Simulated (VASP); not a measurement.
# YTiSb2 (P4/mmm) in VASP: single point with PBE

Aim: the single point of YTiSb2 with PBE.

Everything below comes from runs of VASP 6.6.1. Logs are shortened: lines on timing, memory, paths and dates and some standing lists are left out, and cuts for length are marked.

## Step 1: The cell of the first run

The structure is tetragonal, space group P4/mmm (No. 123). The conventional cell has a = 3.797 Å, b = 3.797 Å, c = 4.560 Å, α = 90.00°, β = 90.00°, γ = 90.00°. Y (site symmetry 4/mmm) has 2 Ti at 2.28 Å and 8 Sb at 2.97 Å within 3.0 Å. Ti (site symmetry 4/mmm) has 4 Sb at 1.90 Å and 2 Y at 2.28 Å within 2.5 Å. Sb (site symmetry mmm) has 2 Ti at 1.90 Å within 2.5 Å.

The cell was built from a structure type or drawn by symmetry, and may not be a known phase.

## Step 2: Single point, PBE

The input, INCAR:

```
  ALGO = Normal
  EDIFF = 1E-6
  ENCUT = 520
  GGA = PE
  ISIF = 2
  ISMEAR = 0
  LASPH = T
  LCHARG = F
  LREAL = F
  LWAVE = F
  NBANDS = 24
  NELM = 60
  PREC = Accurate
  SIGMA = 0.1
```

The input, KPOINTS:

```
k-points
0
Gamma
  4 4 4
```

The input, POSCAR:

```
YTiSb2
1.0
    3.7972407300      0.0000000000      0.0000000000
    0.0000000000      3.7972407300      0.0000000000
    0.0000000000      0.0000000000      4.5597284800
Y Ti Sb
1 1 2
Direct
    0.0000000000      0.0000000000      0.0000000000
    0.0000000000      0.0000000000      0.5000000000
    0.0000000000      0.5000000000      0.5000000000
    0.5000000000      0.0000000000      0.5000000000
```

Potentials or basis: VASP PAW PBE potentials, release 64 (Y_sv, Ti_sv, Sb).

Started as:

```sh
> cat potpaw_PBE.64/Y_sv/POTCAR potpaw_PBE.64/Ti_sv/POTCAR potpaw_PBE.64/Sb/POTCAR > POTCAR
> mpirun -np 1 vasp_std > vasp.out
```

OUTCAR:

```text
EDIFF = 1E-6
   ENCUT = 520
   GGA = PE
   ISIF = 2
   ISMEAR = 0
   LASPH = T
   LREAL = F
   NELM = 60
   PREC = Accurate

 ion  position               nearest neighbor table
   1  0.000  0.000  0.000-   2 2.28   2 2.28   4 2.97   3 2.97   3 2.97   4 2.97   3 2.97   3 2.97
                             4 2.97   4 2.97
   2  0.000  0.000  0.500-   3 1.90   4 1.90   3 1.90   4 1.90   1 2.28   1 2.28
   3  0.000  0.500  0.500-   2 1.90   2 1.90   4 2.69   4 2.69   4 2.69   4 2.69   1 2.97   1 2.97
                             1 2.97   1 2.97
   4  0.500  0.000  0.500-   2 1.90   2 1.90   3 2.69   3 2.69   3 2.69   3 2.69   1 2.97   1 2.97
                             1 2.97   1 2.97

  LATTYP: Found a simple tetragonal cell.
 ALAT       =     3.7972407300
 C/A-ratio  =     1.2008004770

  Lattice vectors:

 A1 = (   3.7972407300,   0.0000000000,   0.0000000000)
 A2 = (   0.0000000000,   3.7972407300,   0.0000000000)
 A3 = (   0.0000000000,   0.0000000000,   4.5597284800)

Analysis of symmetry for initial positions (statically):
=====================================================================
 Subroutine PRICEL returns:
 Original cell was already a primitive cell.

 Routine SETGRP: Setting up the symmetry group for a
 simple tetragonal supercell.

 Subroutine GETGRP returns: Found 16 space group operations
 (whereof 16 operations were pure point group operations)
 out of a pool of 16 trial point group operations.

The static configuration has the point symmetry D_4h.

Analysis of symmetry for dynamics (positions and initial velocities):
=====================================================================
 Subroutine PRICEL returns:
 Original cell was already a primitive cell.

 Routine SETGRP: Setting up the symmetry group for a
 simple tetragonal supercell.

 Subroutine GETGRP returns: Found 16 space group operations
 (whereof 16 operations were pure point group operations)
 out of a pool of 16 trial point group operations.

The dynamic configuration has the point symmetry D_4h.

 Subroutine INISYM returns: Found 16 space group operations
 (whereof 16 operations are pure point group operations),
 and found     1 'primitive' translations

----------------------------------------------------------------------------------------

                                     Primitive cell

  volume of cell :      65.7469

  direct lattice vectors                    reciprocal lattice vectors
     3.797240730  0.000000000  0.000000000     0.263349119  0.000000000  0.000000000
     0.000000000  3.797240730  0.000000000     0.000000000  0.263349119  0.000000000
     0.000000000  0.000000000  4.559728480     0.000000000  0.000000000  0.219311304

  length of vectors
     3.797240730  3.797240730  4.559728480     0.263349119  0.263349119  0.219311304

  position of ions in fractional coordinates (direct lattice)
     0.000000000  0.000000000  0.000000000
     0.000000000  0.000000000  0.500000000
     0.000000000  0.500000000  0.500000000
     0.500000000  0.000000000  0.500000000

  ion indices of the primitive-cell ions
   primitive index   ion index
                 1           1
                 2           2
                 3           3
                 4           4

----------------------------------------------------------------------------------------

 KPOINTS: k-points

Automatic generation of k-mesh.
 Grid dimensions read from file:
 generate k-points for:    4    4    4

 Generating k-lattice:

  Cartesian coordinates                     Fractional coordinates (reciprocal lattice)
     0.065837280  0.000000000  0.000000000     0.250000000  0.000000000  0.000000000
     0.000000000  0.065837280  0.000000000     0.000000000  0.250000000  0.000000000
     0.000000000  0.000000000  0.054827826     0.000000000  0.000000000  0.250000000

  Length of vectors
     0.065837280  0.065837280  0.054827826

  Shift w.r.t. Gamma in fractional coordinates (k-lattice)
     0.000000000  0.000000000  0.000000000

 Subroutine IBZKPT returns following result:
 ===========================================

 Found     18 irreducible k-points:

 Following reciprocal coordinates:
            Coordinates               Weight
  0.000000  0.000000  0.000000      1.000000
  0.250000  0.000000  0.000000      4.000000
  0.500000  0.000000  0.000000      2.000000
  0.250000  0.250000  0.000000      4.000000
  0.500000  0.250000  0.000000      4.000000
  0.500000  0.500000  0.000000      1.000000
[... 10 lines left out ...]
  0.500000  0.250000  0.500000      4.000000
  0.500000  0.500000  0.500000      1.000000
   k-points           NKPTS =     18   k-points in BZ     NKDIM =     18   number of bands    NBANDS=     24
   number of dos      NEDOS =    301   number of ions     NIONS =      4
   total plane-waves  NPLWV =  28224
   dimension x,y,z NGX =    28 NGY =   28 NGZ =   36
   dimension x,y,z NGXF=    56 NGYF=   56 NGZF=   72
   ions per type =               1   1   2
   NGX,Y,Z   is equivalent  to a cutoff of  12.26, 12.26, 13.13 a.u.
   NGXF,Y,Z  is equivalent  to a cutoff of  24.52, 24.52, 26.25 a.u.
 SYSTEM =  unknown system
   PREC   = accura    normal or accurate (medium, high low for compatibility)
   ISTART =      0    job   : 0-new  1-cont  2-samecut
   ICHARG =      2    charge: 1-file 2-atom 10-const
   ISPIN  =      1    spin polarized calculation?
   LNONCOLLINEAR =      F non collinear calculations
   LSORBIT =      F    spin-orbit coupling
   LASPH  =      T    aspherical Exc in radial PAW
   ENCUT  =  520.0 eV  38.22 Ry    6.18 a.u.   7.06  7.06  8.48*2*pi/ulx,y,z
   NELM   =     60;   NELMIN=  2; NELMDL= -5     # of ELM steps
   EDIFF  = 0.1E-05   stopping-criterion for ELM
   LREAL  =      F    real-space projection
   EDIFFG = 0.1E-04   stopping-criterion for IOM
   NSW    =      0    number of steps for IOM
   IBRION =     -1    ionic relax: 0-MD 1-quasi-New 2-CG
   NFREE  =      0    steps in history (QN), initial steepest desc. (CG)
   ISIF   =      2    stress and relaxation
   ISYM   =      2    0-nonsym 1-usesym 2-fastsym
   POTIM  = 0.5000    time-step for ionic-motion
   TEBEG  =    0.0;   TEEND  =   0.0 temperature during run
   PSTRESS=    0.0 pullay stress
   NELECT =      33.0000    total number of electrons
   NUPDOWN=      -1.0000    fix difference up-down
   EMIN   =  10.00;   EMAX   =-10.00  energy-range for DOS
   EFERMI =   0.00;   METHOD = LEGACY
   ISMEAR =     0;   SIGMA  =   0.10  broadening in eV -4-tet -1-fermi 0-gaus
   EFERMI_NEDOS =   21; number of points for ismear=-14 and -15
   IALGO  =     38    algorithm
   IMIX   =      4    mixing-type and parameters
     AMIX     =   0.40;   BMIX     =  1.00
     AMIX_MAG =   1.60;   BMIX_MAG =  1.00
  volume/ion in A,a.u.               =      16.44       110.92
  Fermi-wavevector in a.u.,A,eV,Ry     =   1.301031  2.458593 23.030341  1.692682
  Thomas-Fermi vector in A             =   2.432191
   LORBIT       =      0    0 simple, 1 ext, 2 COOP (PROOUT), +10 PAW based schemes
   GGA     = PE    functional components
   LHFCALC =     F    Hartree Fock is set to
   AEXX    =    0.0000 exact exchange contribution
   IVDW    =     0    specifies the selected vdW correction
   LEPSILON=     F    determine dielectric tensor
   LRPA    =     F    only Hartree local field effects (RPA)
 non-spin polarized calculation
 Gauss-broadening in eV      SIGMA  =   0.10
  energy-cutoff  :      520.00
  volume of cell :       65.75
 maximum number of plane-waves:      1804
   NGX = 15   NGY = 15   NGZ = 17

 number of electron      33.0000006 magnetization

 Free energy of the ion-electron system (eV)
  ---------------------------------------------------
  ext. energy  EPLUGINS =         0.00000000
  ---------------------------------------------------
  free energy    TOTEN  =         4.78762233 eV

  energy without entropy =        4.80392526  energy(sigma->0) =        4.79577380

 E-fermi :  12.1539     XC(G=0): -11.7597

 val. band max:       12.0841182490   @ k =   0.2500   0.2500   0.2500
 cond. band min:      12.1941907099   @ k =   0.2500   0.0000   0.2500
 fundamental gap:      0.1100724609
 Fermi energy:        12.1538855392

 k-point     1 :       0.0000    0.0000    0.0000
  band No.  band energies     occupation
      1     -43.0954      2.00000
      2     -29.8495      2.00000
      3     -21.1052      2.00000
      4     -21.1052      2.00000
      5     -19.9652      2.00000
      6      -9.9593      2.00000
[... 16 lines left out ...]
     23      18.8801      0.00000
     24      18.8801      0.00000

 k-point     2 :       0.2500    0.0000    0.0000
  band No.  band energies     occupation
      1     -43.1803      2.00000
      2     -29.8437      2.00000
      3     -21.0556      2.00000
      4     -20.8334      2.00000
      5     -19.9137      2.00000
      6     -10.0785      2.00000
[... 16 lines left out ...]
     23      18.5894      0.00000
     24      18.8533      0.00000

 k-point     3 :       0.5000    0.0000    0.0000
  band No.  band energies     occupation
      1     -43.2637      2.00000
      2     -29.8378      2.00000
      3     -21.0056      2.00000
      4     -20.5626      2.00000
      5     -19.8617      2.00000
      6     -10.1896      2.00000
[... 16 lines left out ...]
     23      17.2371      0.00000
     24      17.7641      0.00000
[... 352 lines left out ...]
 k-point    17 :       0.5000    0.2500    0.5000
  band No.  band energies     occupation
      1     -43.3423      2.00000
      2     -29.9372      2.00000
      3     -20.7188      2.00000
      4     -20.4954      2.00000
      5     -19.2643      2.00000
      6     -10.5753      2.00000
[... 16 lines left out ...]
     23      16.6536      0.00000
     24      16.8663      0.00000

 k-point    18 :       0.5000    0.5000    0.5000
  band No.  band energies     occupation
      1     -43.4254      2.00000
      2     -29.9291      2.00000
      3     -20.4375      2.00000
      4     -20.4375      2.00000
      5     -19.2168      2.00000
      6     -10.5551      2.00000
[... 16 lines left out ...]
     23      15.4632      0.00000
     24      16.6328      0.00000

------------------------ aborting loop because EDIFF is reached ----------------------------------------

  FORCE on cell =-STRESS in cart. coord.  units (eV):
  Direction    XX          YY          ZZ          XY          YZ          ZX
  --------------------------------------------------------------------------------------
  -------------------------------------------------------------------------------------
  Total       97.8973181     97.8973181     29.1467774      0.0000000      0.0000000      0.0000000
  in kB     2385.6467310   2385.6467310    710.2739442      0.0000000      0.0000000      0.0000000
  external PRESSURE =    1827.1891354 kB  Pullay stress =       0.0000000 kB

 VOLUME and BASIS-vectors are now :
 -----------------------------------------------------------------------------
  energy-cutoff  :      520.00
  volume of cell :       65.75
      direct lattice vectors                 reciprocal lattice vectors
     3.797240730  0.000000000  0.000000000     0.263349119  0.000000000  0.000000000
     0.000000000  3.797240730  0.000000000     0.000000000  0.263349119  0.000000000
     0.000000000  0.000000000  4.559728480     0.000000000  0.000000000  0.219311304

 POSITION                                       TOTAL-FORCE (eV/Angst)
 -----------------------------------------------------------------------------------
      0.00000      0.00000      0.00000         0.000000      0.000000      0.000000
      0.00000      0.00000      2.27986         0.000000      0.000000      0.000000
      0.00000      1.89862      2.27986         0.000000      0.000000      0.000000
      1.89862      0.00000      2.27986         0.000000      0.000000      0.000000
 -----------------------------------------------------------------------------------
    total drift:                               -0.000000     -0.000000      0.000000

  FREE ENERGIE OF THE ION-ELECTRON SYSTEM (eV)
  ---------------------------------------------------
  free  energy   TOTEN  =         4.7876223263 eV

  energy  without entropy=        4.8039252639  energy(sigma->0) =        4.79577380
```

Wall time 60 s (1 thread of Intel Xeon 8259CL, shared host); peak memory 0.2 GiB.

What came out:

```
Free energy            : 4.7876 eV
Pressure               : 182.7 GPa
Band gap on the k mesh : zero (an odd number of electrons rules out a gap without spin polarisation)
```

Stress tensor (GPa, compression positive):
```
238.56   0.00   0.00
  0.00 238.56   0.00
  0.00   0.00  71.03
```

Levels at points of the mesh, in eV from the Fermi level:
```
           k point  band 12  band 13  band 14  band 15  band 16  band 17  band 18  band 19  band 20  band 21
(0.00, 0.00, 0.00)    -3.28    -3.28    -2.33    -2.33    -1.62    -1.46    -0.77     0.75     0.91     4.09
(0.50, 0.00, 0.00)    -4.99    -3.55    -2.25    -2.03    -1.58     0.16     0.30     1.83     2.09     2.42
(0.50, 0.50, 0.00)    -6.32    -6.32    -5.49    -3.22    -1.68    -0.42     1.65     2.74     4.65     4.65
(0.00, 0.00, 0.50)    -3.79    -3.79    -2.78    -0.59    -0.17    -0.17     1.60     2.73     2.73     2.92
(0.50, 0.00, 0.50)    -4.79    -4.72    -3.36    -0.62    -0.09    -0.09     1.16     1.44     2.38     2.98
(0.50, 0.50, 0.50)    -5.01    -4.91    -4.91    -3.15    -2.05     1.03     2.69     2.69     2.88     2.92
```

Caveat: the k points lie up to 0.41 Å⁻¹ apart, too coarse for converged energies and pressures of a metal; atoms lie so close that the PAW spheres overlap strongly, which falsifies energies and pressures; spin-orbit coupling is left out, which moves the levels of the heavy elements.
